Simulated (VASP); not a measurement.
Wanted: the native input for a VASP 6.6.1 run.

```
Task                   : single point
Functional             : r2SCAN
Potentials or basis    : VASP PAW PBE potentials, release 64 (W_sv, S)
Cutoff                 : 520 eV
k mesh                 : 6 × 6 × 6
Occupations            : fermi-dirac, width 0.069 eV
Spin                   : no spin polarisation
Dipole correction      : no
Further INCAR settings : ALGO = Normal; EDIFF = 1e-06; NBANDS = 20
```

Crystal: WS2.

```xyz
3
Lattice="1.5986 0.9229 6.0871 -1.5986 0.9229 6.0871 0.0000 -1.8459 6.0871" Properties=species:S:1:pos:R:3 pbc="T T T"
W    -0.0021   -0.0098   -0.0184
S    -0.0045    0.0340    4.6249
S     0.0163    0.0221   13.7417
```

One way to write it, as run:

POSCAR

```
WS2
1.0
    1.5985959938      0.9229498273      6.0871025276
   -1.5985959938      0.9229498273      6.0871025276
    0.0000000000     -1.8458996547      6.0871025276
W S
1 2
Direct
   -0.0034152352     -0.0021328599      0.0025312246
    0.2579830979      0.2608293454      0.2409702249
    0.7616011397      0.7514009389      0.7445150139
```

INCAR.step1

```
SYSTEM = WS2
PREC = Accurate
ENCUT = 520
ISMEAR = -1
SIGMA = 0.069
LREAL = .FALSE.
LASPH = .TRUE.
NELM = 60
NBANDS = 20
GGA = PE
ALGO = Normal
EDIFF = 1E-4
LWAVE = .TRUE.
LCHARG = .FALSE.
```

INCAR.step2

```
SYSTEM = WS2
PREC = Accurate
ENCUT = 520
EDIFF = 1E-6
ISMEAR = -1
SIGMA = 0.069
LREAL = .FALSE.
LASPH = .TRUE.
NELM = 60
ALGO = Normal
ISIF = 2
LWAVE = .FALSE.
LCHARG = .FALSE.
METAGGA = R2SCAN
LMIXTAU = .TRUE.
NBANDS = 20
ISTART = 1
```

KPOINTS

```
regular mesh
0
G
  6 6 6
  0 0 0
```

Potentials or basis: VASP PAW PBE potentials, release 64 (W_sv, S).

Run with:

```bash
$ cat potpaw_PBE.64/W_sv/POTCAR potpaw_PBE.64/S/POTCAR > POTCAR
$ cp INCAR.step1 INCAR
$ mpirun -np 1 vasp_std > vasp.out
$ cp INCAR.step2 INCAR
$ mpirun -np 1 vasp_std > vasp.out
```

Results of the run:

```
Pressure               : 7.1 GPa
Largest force          : 2.038 eV/Å
Band gap on the k mesh : zero (bands 13 and 14 overlap by 1.32 eV)
```

Caveat: the k points lie up to 0.38 Å⁻¹ apart, too coarse for converged energies and pressures of a metal; the PAW data sets were made with another functional, which shifts forces and pressure a little; spin-orbit coupling is left out, which moves the levels of the heavy elements.

Wall time 22 min on 1 thread of Intel(R) Xeon(R) Platinum 8259CL CPU @ 2.50GHz (Skylake/Cascade Lake), on a shared host, peak memory 0.42 GiB.
